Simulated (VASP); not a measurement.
## V: single point with PBE

Crystal: V.

```xyz
1
Lattice="-1.4884 1.4884 1.4884 1.4884 -1.4884 1.4884 1.4884 1.4884 -1.4884" Properties=species:S:1:pos:R:3 pbc="T T T"
V     0.0000    0.0000    0.0000
```

- Program: VASP 6.6.1
- Task: single point
- Functional: PBE
- Potentials or basis: VASP PAW PBE potentials, release 64 (V_sv)
- Cutoff: 500 eV
- k mesh: 6 × 6 × 6
- Occupations: gaussian, width 0.1 eV
- Spin: collinear spin, ferromagnetic start
- Starting moments: [0.51] μB

```json
{"Pressure": "5.4 GPa", "Net moment": "0.61 μB per cell", "Site moments": "V +0.48 μB", "Valence electrons inside the program's atomic spheres": "V 11.69"}
```

Levels at points of the mesh, in eV from the Fermi level:
Spin up:
```
           k point  band 5  band 6  band 7  band 8  band 9  band 10
(0.00, 0.00, 0.00)   -6.90    0.12    0.12    0.12    2.32     2.32
(0.50, 0.00, 0.00)   -3.50   -1.46    1.45    2.28    2.69     3.95
(0.50, 0.50, 0.50)   -3.28   -3.28    3.54    3.54    3.54    10.11
```
Spin down:
```
           k point  band 3  band 4  band 5  band 6  band 7  band 8  band 9  band 10
(0.00, 0.00, 0.00)  -36.78  -36.78   -6.44    0.65    0.65    0.65    2.57     2.57
(0.50, 0.00, 0.00)  -37.08  -36.79   -3.06   -0.94    1.90    2.63    2.96     4.45
(0.50, 0.50, 0.50)  -37.44  -37.44   -2.97   -2.97    4.05    4.05    4.05    10.64
```

Run time: 25 s on 1 thread of AMD EPYC 7R13 (shared host), peak memory 0.1 GiB.

Caveat: the k points lie up to 0.50 Å⁻¹ apart.
